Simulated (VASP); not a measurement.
# MgO in VASP: a series of runs

The runs below take MgO through single point, with r2SCAN, PBE.

Program: VASP 6.6.1. These are calculated values, not measurements. Logs are shortened: lines on timing, memory, paths and dates and some standing lists are left out, and cuts for length are marked.

**1. The cell of the first run**

Symmetry: F-43m, No. 216, cubic system. The conventional cell has a = 4.747 Å, b = 4.747 Å, c = 4.747 Å, α = 90.00°, β = 90.00°, γ = 90.00°. Within 2.7 Å of Mg (site symmetry -43m) lie 4 O at 2.06 Å. O (site symmetry -43m) has 4 Mg at 2.06 Å within 2.7 Å.

**2. Single point, r2SCAN (strain +4.0%)**

POSCAR

```
MgO
1.0
    0.0000000000      2.3732858882      2.3732858882
    2.3732858882      0.0000000000      2.3732858882
    2.3732858882      2.3732858882      0.0000000000
Mg O
1 1
Direct
    0.0000000000      0.0000000000      0.0000000000
    0.2500000000      0.2500000000      0.2500000000
```

INCAR.step1

```
ALGO = Normal
EDIFF = 1E-4
ENCUT = 520
GGA = PE
ISMEAR = 0
LASPH = T
LCHARG = F
LREAL = F
LWAVE = T
NBANDS = 11
NELM = 80
PREC = Accurate
SIGMA = 0.01
```

INCAR.step2

```
ALGO = Normal
EDIFF = 1E-6
ENCUT = 520
ISIF = 2
ISMEAR = 0
ISTART = 1
LASPH = T
LCHARG = T
LELF = T
LMIXTAU = T
LREAL = F
LVHAR = T
LWAVE = F
METAGGA = R2SCAN
NBANDS = 11
NELM = 80
PREC = Accurate
SIGMA = 0.01
```

KPOINTS

```
k-points
0
Gamma
  10 10 10
```

Potentials or basis: VASP PAW PBE potentials, release 64 (Mg, O).

On the command line:

```console
$ cat potpaw_PBE.64/Mg/POTCAR potpaw_PBE.64/O/POTCAR > POTCAR
$ cp INCAR.step1 INCAR
$ mpirun -np 1 vasp_std > vasp.out
$ cp INCAR.step2 INCAR
$ mpirun -np 1 vasp_std > vasp.out
```

OUTCAR:

```text
EDIFF = 1E-6
   ENCUT = 520
   ISIF = 2
   ISMEAR = 0
   ISTART = 1
   LASPH = T
   LREAL = F
   METAGGA = R2SCAN
   NELM = 80
   PREC = Accurate

 ion  position               nearest neighbor table
   1  0.000  0.000  0.000-   2 2.06   2 2.06   2 2.06   2 2.06
   2  0.250  0.250  0.250-   1 2.06   1 2.06   1 2.06   1 2.06

  LATTYP: Found a face centered cubic cell.
 ALAT       =     4.7465717764

  Lattice vectors:

 A1 = (   0.0000000000,   2.3732858882,   2.3732858882)
 A2 = (   2.3732858882,   0.0000000000,   2.3732858882)
 A3 = (   2.3732858882,   2.3732858882,   0.0000000000)

Analysis of symmetry for initial positions (statically):
=====================================================================
 Subroutine PRICEL returns:
 Original cell was already a primitive cell.

 Routine SETGRP: Setting up the symmetry group for a
 face centered cubic supercell.

 Subroutine GETGRP returns: Found 24 space group operations
 (whereof 24 operations were pure point group operations)
 out of a pool of 48 trial point group operations.

The static configuration has the point symmetry T_d .

Analysis of symmetry for dynamics (positions and initial velocities):
=====================================================================
 Subroutine PRICEL returns:
 Original cell was already a primitive cell.

 Routine SETGRP: Setting up the symmetry group for a
 face centered cubic supercell.

 Subroutine GETGRP returns: Found 24 space group operations
 (whereof 24 operations were pure point group operations)
 out of a pool of 48 trial point group operations.

The dynamic configuration has the point symmetry T_d .

 Subroutine INISYM returns: Found 24 space group operations
 (whereof 24 operations are pure point group operations),
 and found     1 'primitive' translations

----------------------------------------------------------------------------------------

                                     Primitive cell

  volume of cell :      26.7350

  direct lattice vectors                    reciprocal lattice vectors
     0.000000000  2.373285888  2.373285888    -0.210678369  0.210678369  0.210678369
     2.373285888  0.000000000  2.373285888     0.210678369 -0.210678369  0.210678369
     2.373285888  2.373285888  0.000000000     0.210678369  0.210678369 -0.210678369

  length of vectors
     3.356333090  3.356333090  3.356333090     0.364905639  0.364905639  0.364905639

  position of ions in fractional coordinates (direct lattice)
     0.000000000  0.000000000  0.000000000
     0.250000000  0.250000000  0.250000000

  ion indices of the primitive-cell ions
   primitive index   ion index
                 1           1
                 2           2

----------------------------------------------------------------------------------------

 KPOINTS: k-points

Automatic generation of k-mesh.
 Grid dimensions read from file:
 generate k-points for:   10   10   10

 Generating k-lattice:

  Cartesian coordinates                     Fractional coordinates (reciprocal lattice)
    -0.021067837  0.021067837  0.021067837     0.100000000  0.000000000  0.000000000
     0.021067837 -0.021067837  0.021067837     0.000000000  0.100000000  0.000000000
     0.021067837  0.021067837 -0.021067837     0.000000000  0.000000000  0.100000000

  Length of vectors
     0.036490564  0.036490564  0.036490564

  Shift w.r.t. Gamma in fractional coordinates (k-lattice)
     0.000000000  0.000000000  0.000000000

 Subroutine IBZKPT returns following result:
 ===========================================

 Found     47 irreducible k-points:

 Following reciprocal coordinates:
            Coordinates               Weight
  0.000000  0.000000  0.000000      1.000000
  0.100000  0.000000  0.000000      8.000000
  0.200000  0.000000  0.000000      8.000000
  0.300000  0.000000  0.000000      8.000000
  0.400000  0.000000  0.000000      8.000000
  0.500000  0.000000  0.000000      4.000000
[... 16 lines left out ...]
  0.300000  0.300000  0.000000      6.000000
  0.400000  0.300000  0.000000     24.000000
 [... further k-points ...]
   k-points           NKPTS =     47   k-points in BZ     NKDIM =     47   number of bands    NBANDS=     11
   number of dos      NEDOS =    301   number of ions     NIONS =      2
   total plane-waves  NPLWV =  21952
   dimension x,y,z NGX =    28 NGY =   28 NGZ =   28
   dimension x,y,z NGXF=    56 NGYF=   56 NGZF=   56
   ions per type =               1   1
   NGX,Y,Z   is equivalent  to a cutoff of  13.87, 13.87, 13.87 a.u.
   NGXF,Y,Z  is equivalent  to a cutoff of  27.74, 27.74, 27.74 a.u.
 SYSTEM =  unknown system
   PREC   = accura    normal or accurate (medium, high low for compatibility)
   ISTART =      1    job   : 0-new  1-cont  2-samecut
   ICHARG =      0    charge: 1-file 2-atom 10-const
   ISPIN  =      1    spin polarized calculation?
   LNONCOLLINEAR =      F non collinear calculations
   LSORBIT =      F    spin-orbit coupling
   LASPH  =      T    aspherical Exc in radial PAW
   ENCUT  =  520.0 eV  38.22 Ry    6.18 a.u.   6.24  6.24  6.24*2*pi/ulx,y,z
   NELM   =     80;   NELMIN=  2; NELMDL=  0     # of ELM steps
   EDIFF  = 0.1E-05   stopping-criterion for ELM
   LREAL  =      F    real-space projection
   EDIFFG = 0.1E-04   stopping-criterion for IOM
   NSW    =      0    number of steps for IOM
   IBRION =     -1    ionic relax: 0-MD 1-quasi-New 2-CG
   NFREE  =      0    steps in history (QN), initial steepest desc. (CG)
   ISIF   =      2    stress and relaxation
   ISYM   =      2    0-nonsym 1-usesym 2-fastsym
   POTIM  = 0.5000    time-step for ionic-motion
   TEBEG  =    0.0;   TEEND  =   0.0 temperature during run
   PSTRESS=    0.0 pullay stress
   NELECT =       8.0000    total number of electrons
   NUPDOWN=      -1.0000    fix difference up-down
   EMIN   =  10.00;   EMAX   =-10.00  energy-range for DOS
   EFERMI =   0.00;   METHOD = LEGACY
   ISMEAR =     0;   SIGMA  =   0.01  broadening in eV -4-tet -1-fermi 0-gaus
   EFERMI_NEDOS =   21; number of points for ismear=-14 and -15
   IALGO  =     38    algorithm
   IMIX   =      4    mixing-type and parameters
     AMIX     =   0.40;   BMIX     =  1.00
     AMIX_MAG =   1.60;   BMIX_MAG =  1.00
  volume/ion in A,a.u.               =      13.37        90.21
  Fermi-wavevector in a.u.,A,eV,Ry     =   1.094993  2.069237 16.313524  1.199010
  Thomas-Fermi vector in A             =   2.231308
   LORBIT       =      0    0 simple, 1 ext, 2 COOP (PROOUT), +10 PAW based schemes
   METAGGA = R2SCAN    functional components
   LHFCALC =     F    Hartree Fock is set to
   AEXX    =    0.0000 exact exchange contribution
   IVDW    =     0    specifies the selected vdW correction
   LEPSILON=     F    determine dielectric tensor
   LRPA    =     F    only Hartree local field effects (RPA)
 non-spin polarized calculation
 Gauss-broadening in eV      SIGMA  =   0.01
  energy-cutoff  :      520.00
  volume of cell :       26.73
 maximum number of plane-waves:       736
 NGX is ok and might be reduce to    28
   NGX = 13   NGY = 13   NGZ = 13

 number of electron       7.9999998 magnetization

 Free energy of the ion-electron system (eV)
  ---------------------------------------------------
  ext. energy  EPLUGINS =         0.00000000
  ---------------------------------------------------
  free energy    TOTEN  =       -15.72681246 eV

  energy without entropy =      -15.72681246  energy(sigma->0) =      -15.72681246

 E-fermi :  -0.0461     XC(G=0):  -9.6395

 val. band max:       -0.1885855957   @ k =   0.0000   0.0000   0.0000
 cond. band min:       3.4689482731   @ k =   0.0000   0.0000   0.0000
 fundamental gap:      3.6575338688
 Fermi energy:        -0.0461243592

 k-point     1 :       0.0000    0.0000    0.0000
  band No.  band energies     occupation
      1     -16.7106      2.00000
      2      -0.1886      2.00000
      3      -0.1886      2.00000
      4      -0.1886      2.00000
      5       3.4689      0.00000
      6      16.4295      0.00000
      7      16.4295      0.00000
      8      16.4295      0.00000
      9      19.9735      0.00000
     10      19.9735      0.00000
     11      19.9736      0.00000

 k-point     2 :       0.1000    0.0000    0.0000
  band No.  band energies     occupation
      1     -16.6656      2.00000
      2      -0.6094      2.00000
      3      -0.2064      2.00000
      4      -0.2064      2.00000
      5       3.9898      0.00000
      6      15.5598      0.00000
      7      16.4213      0.00000
      8      16.4213      0.00000
      9      18.6570      0.00000
     10      18.6570      0.00000
     11      19.4208      0.00000

 k-point     3 :       0.2000    0.0000    0.0000
  band No.  band energies     occupation
      1     -16.5456      2.00000
      2      -1.4305      2.00000
      3      -0.2523      2.00000
      4      -0.2523      2.00000
      5       5.1073      0.00000
      6      13.8280      0.00000
      7      15.9572      0.00000
      8      15.9572      0.00000
      9      18.4904      0.00000
     10      18.4904      0.00000
     11      18.8965      0.00000

 k-point     4 :       0.3000    0.0000    0.0000
  band No.  band energies     occupation
      1     -16.3925      2.00000
      2      -2.1980      2.00000
      3      -0.3076      2.00000
      4      -0.3076      2.00000
      5       6.3705      0.00000
      6      12.0615      0.00000
      7      15.1843      0.00000
      8      15.1843      0.00000
      9      18.7528      0.00000
     10      19.3724      0.00000
     11      19.3724      0.00000
[... 239 lines left out ...]
 k-point    22 :      -0.2000    0.2000    0.0000
  band No.  band energies     occupation
      1     -16.3417      2.00000
      2      -2.0664      2.00000
      3      -0.8203      2.00000
      4      -0.2787      2.00000
      5       6.7951      0.00000
      6      12.3104      0.00000
      7      13.3450      0.00000
      8      15.4048      0.00000
      9      18.1901      0.00000
     10      20.1501      0.00000
     11      22.1417      0.00000

 k-point    23 :       0.3000    0.3000    0.0000
  band No.  band energies     occupation
      1     -16.2929      2.00000
      2      -2.0134      2.00000
      3      -0.6537      2.00000
      4      -0.6537      2.00000
      5       6.4779      0.00000
      6      12.1163      0.00000
      7      13.7642      0.00000
      8      16.0167      0.00000
      9      16.0167      0.00000
     10      22.2378      0.00000
     11      22.5205      0.00000

 k-point    24 :       0.4000    0.3000    0.0000
  band No.  band energies     occupation
      1     -16.1941      2.00000
      2      -2.2254      2.00000
      3      -0.8301      2.00000
      4      -0.7220      2.00000
      5       6.8324      0.00000
      6      11.6659      0.00000
      7      13.3449      0.00000
      8      15.9195      0.00000
      9      16.2803      0.00000
     10      22.1545      0.00000
     11      23.1604      0.00000

 [... further k-points ...]
[... 5 lines left out ...]
  --------------------------------------------------------------------------------------
  -------------------------------------------------------------------------------------
  Total       -2.0486162     -2.0486162     -2.0486162      0.0000000     -0.0000000     -0.0000000
  in kB     -122.7696527   -122.7696527   -122.7696527      0.0000000     -0.0000000     -0.0000000
  external PRESSURE =    -122.7696527 kB  Pullay stress =       0.0000000 kB

 VOLUME and BASIS-vectors are now :
 -----------------------------------------------------------------------------
  energy-cutoff  :      520.00
  volume of cell :       26.73
      direct lattice vectors                 reciprocal lattice vectors
     0.000000000  2.373285888  2.373285888    -0.210678369  0.210678369  0.210678369
     2.373285888  0.000000000  2.373285888     0.210678369 -0.210678369  0.210678369
     2.373285888  2.373285888  0.000000000     0.210678369  0.210678369 -0.210678369

 POSITION                                       TOTAL-FORCE (eV/Angst)
 -----------------------------------------------------------------------------------
      0.00000      0.00000      0.00000        -0.000000     -0.000000     -0.000000
      1.18664      1.18664      1.18664         0.000000      0.000000      0.000000
 -----------------------------------------------------------------------------------
    total drift:                               -0.000001     -0.000001     -0.000001

  FREE ENERGIE OF THE ION-ELECTRON SYSTEM (eV)
  ---------------------------------------------------
  free  energy   TOTEN  =       -15.7268124581 eV

  energy  without entropy=      -15.7268124581  energy(sigma->0) =      -15.72681246
```

Run time: 82 s. Hardware: 1 thread of Intel Xeon Platinum 8259CL at 2.50GHz (Skylake/Cascade Lake), shared host; peak memory 0.17 GiB.

Results:

- Free energy: -15.7268 eV
- Pressure: -12.3 GPa
- Band gap on the k mesh: 3.66 eV, direct

Caveat: the cell differs from its parent crystal (strain +4.0%); the PAW data sets were made with another functional, which shifts forces and pressure a little.

(Continued in part 2 of 2.)
